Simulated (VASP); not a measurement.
**SrO: single point with r2SCAN**

Crystal: SrO.

```
Sr O
1.0
     4.18286    0.00000    0.00000
    -2.09143    3.62246    0.00000
     0.00000    0.00000    5.03944
Sr O
2 2
Direct
  0.33333 0.66667 0.25000
  0.66667 0.33333 0.75000
  0.66667 0.33333 0.25000
  0.33333 0.66667 0.75000
```

This cell differs from its parent crystal: volume changed by -6%.

```
Program             : VASP 6.6.1
Task                : single point
Functional          : r2SCAN
Potentials or basis : VASP PAW PBE potentials, release 64 (Sr_sv, O)
Cutoff              : 520 eV
k mesh              : 6 × 6 × 4
Occupations         : gaussian, width 0.01 eV
Spin                : no spin polarisation
```

```
Pressure               : 6.0 GPa
Band gap on the k mesh : 3.21 eV, direct
```

Stress tensor (GPa, compression positive):
```
5.76 0.00 0.00
0.00 5.76 0.00
0.00 0.00 6.40
```

Levels at points of the mesh, in eV from the valence-band top:
```csv
k point,band 12,band 13,band 14,band 15,band 16,band 17,band 18,band 19,band 20,band 21
"(0.00, 0.00, 0.00)",-1.17,-0.94,-0.94,-0.21,0.00,3.21,6.87,6.87,8.05,9.12
"(0.50, 0.00, 0.00)",-0.89,-0.32,-0.31,-0.29,-0.28,4.74,5.34,5.69,8.27,8.97
"(0.00, 0.00, 0.50)",-1.31,-1.19,-1.19,-1.19,-1.19,4.93,4.93,8.80,8.80,8.80
"(0.50, 0.00, 0.50)",-1.69,-0.98,-0.98,-0.43,-0.43,5.43,5.43,8.26,8.26,9.09
```

Wall time 120 s on 1 thread of Intel(R) Xeon(R) Platinum 8259CL CPU @ 2.50GHz (Skylake/Cascade Lake), with other jobs on the host, peak memory 0.22 GiB.

Caveat: the PAW data sets were made with another functional, which shifts forces and pressure a little.
